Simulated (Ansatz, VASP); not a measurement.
**Mn2ZnAs2: VASP beside Ansatz**

File INCAR:

```
SYSTEM = Mn2ZnAs2
PREC     = Accurate       ! precision mode
ENCUT    = 520            ! plane-wave cutoff, eV
EDIFF    = 1E-7           ! SCF threshold, eV
ISMEAR   = 0              ! smearing method
SIGMA    = 0.05           ! smearing width, eV
LREAL    = .False.        ! projectors in reciprocal space
LASPH    = .True.         ! aspherical terms in the spheres
NELM     = 150            ! most SCF steps
ALGO     = Normal         ! electronic algorithm
ISIF     = 2              ! what is computed and relaxed
LWAVE    = .False.        ! write WAVECAR
LCHARG   = .True.         ! write CHGCAR
ISPIN    = 2              ! spin polarisation
MAGMOM   = 3.78 -3.78 0 0 0 ! initial moments
LORBIT   = 11             ! projections on sites
LMAXMIX  = 4              ! l up to which the mixer works
GGA      = PE             ! functional
LELF     = .True.         ! ELF
LVHAR    = .True.       
NBANDS   = 36             ! bands
```

File KPOINTS:

```
regular mesh
0
Gamma
  6 6 4
  0 0 0
```

Contents of POSCAR:

```
Mn2ZnAs2
1.0
    4.0563122572      0.0000000000      0.0000000000
   -2.0281561286      3.5128694604      0.0000000000
    0.0000000000      0.0000000000      6.7110546156
Mn Zn As
2 1 2
Direct
    0.3333333333      0.6666666667      0.3899676374
    0.6666666667      0.3333333333      0.6100322744
    0.0000000000      0.0000000000      0.0000000638
    0.3333333333      0.6666666667      0.7611221345
    0.6666666667      0.3333333333      0.2388778900
```

Input for Ansatz:

```yaml
crystal:
  lattice:
    - [4.0563122572, 0.0, 0.0]
    - [-2.0281561286, 3.5128694604, 0.0]
    - [0.0, 0.0, 6.7110546156]
  atoms:
    - { symbol: Mn, position: [0.3333333333, 0.6666666667, 0.3899676374], spin: 3.78 }
    - { symbol: Mn, position: [0.6666666667, 0.3333333333, 0.6100322744], spin: -3.78 }
    - { symbol: Zn, position: [0.0, 0.0, 6.38e-08] }
    - { symbol: As, position: [0.3333333333, 0.6666666667, 0.7611221345] }
    - { symbol: As, position: [0.6666666667, 0.3333333333, 0.23887789] }
basis:
  ecutwfc: 420
  ecutrho_ratio: 4
kpoints:
  mp_grid: { grid: [6, 6, 4] }
hamiltonian:
  xc: pbe
scf:
  occupations: { method: gaussian, width: 0.05 }
  lower_state_search: "off"
output:
  forces: true
  stress: true
  eigenvalues: true
  populations: true
  write_density: true
  write_potential: true
  elf: true
  volumetric_format: npy
magnetization:
  spin_polarized: true
checkpoint:
  read: start.run
  write: ck
  compress: false
  write_wavefunctions: false
  write_every: 100000
```

Alike in both runs: task single point; functional PBE; k mesh 6 × 6 × 4; occupations gaussian, width 0.05 eV; collinear spin.

|  | VASP | Ansatz |
| --- | --- | --- |
| version | VASP 6.6.1 | Ansatz 0.2.0 |
| potentials or method | VASP PAW PBE potentials, release 64 (Mn_pv, Zn, As), cutoff 520 eV | scalar-relativistic, plane waves, PAW |
| valence electrons in the cell | 48 | 72 |

VASP gave:

| Property | Result |
| --- | --- |
| gap on the k mesh at the Fermi level (eV) | none |
| pressure (GPa) | -2.8 |
| traceless stress, the component that is largest in VASP (GPa) | 0.08 |
| rms of the force components (eV/Å) | 0.006 |
| net moment per atom (μB) | 0.00 |
| size of the moment on the site where the two differ most (μB) | 3.54 |

Q: Estimate Ansatz's values.

A: gap on the k mesh at the Fermi level (eV): none; pressure (GPa): -3.0; traceless stress, the component that is largest in VASP (GPa): 0.08; rms of the force components (eV/Å): 0.004; net moment per atom (μB): 0.00; size of the moment on the site where the two differ most (μB): 3.44.

Site moments also hang on the region over which each program counts them. Atom by atom the forces differ by 0.007 eV/Å (rms over components). A gap of «none» marks a metal or a gap that the smearing closes. VASP's potentials hold 48 valence electrons a cell and Ansatz's 72, so a difference there can come from the potentials and not from the codes. Ansatz's warnings: stability check not made.
